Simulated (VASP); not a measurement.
A run of VASP 6.6.1 is set up as follows.

Contents of INCAR:

```
SYSTEM = Ti
PREC     = Accurate       ! precision mode
ENCUT    = 520            ! plane-wave cutoff, eV
EDIFF    = 1E-6           ! SCF threshold, eV
ISMEAR   = 0              ! smearing method
SIGMA    = 0.05           ! smearing width, eV
LREAL    = .FALSE.        ! projectors in reciprocal space
LASPH    = .TRUE.         ! aspherical terms in the spheres
NELM     = 80             ! most SCF steps
ALGO     = Normal         ! electronic algorithm
ISIF     = 2              ! what is computed and relaxed
LWAVE    = .FALSE.        ! write WAVECAR
LCHARG   = .FALSE.        ! write CHGCAR
GGA      = PS             ! functional
NBANDS   = 19             ! bands
```

File KPOINTS:

```
Automatic mesh
0
G
  16 16 10
  0 0 0
```

File POSCAR:

```
Ti
1.0
    2.9000745211      0.0000000000      0.0000000000
   -1.4500372605      2.5115382081      0.0000000000
    0.0000000000      0.0000000000      4.5886343882
Ti
2
Direct
    0.3333333333      0.6666666667      0.7500000000
    0.6666666667      0.3333333333      0.2500000000
```

Potentials or basis: VASP PAW PBE potentials, release 64 (Ti_sv).

The run is started by

```bash
$ cat potpaw_PBE.64/Ti_sv/POTCAR > POTCAR
$ mpirun -np 1 vasp_std > vasp.out
```

Task: What does it give for the band gap on the k mesh?

Result: Zero (band 12 reaches 9.42 eV, above the bottom of band 13 at 8.33 eV).

Task: Estimate the pressure.

Result: -0.2 GPa.

Caveat: the PAW data sets were made with another functional, which shifts forces and pressure a little.
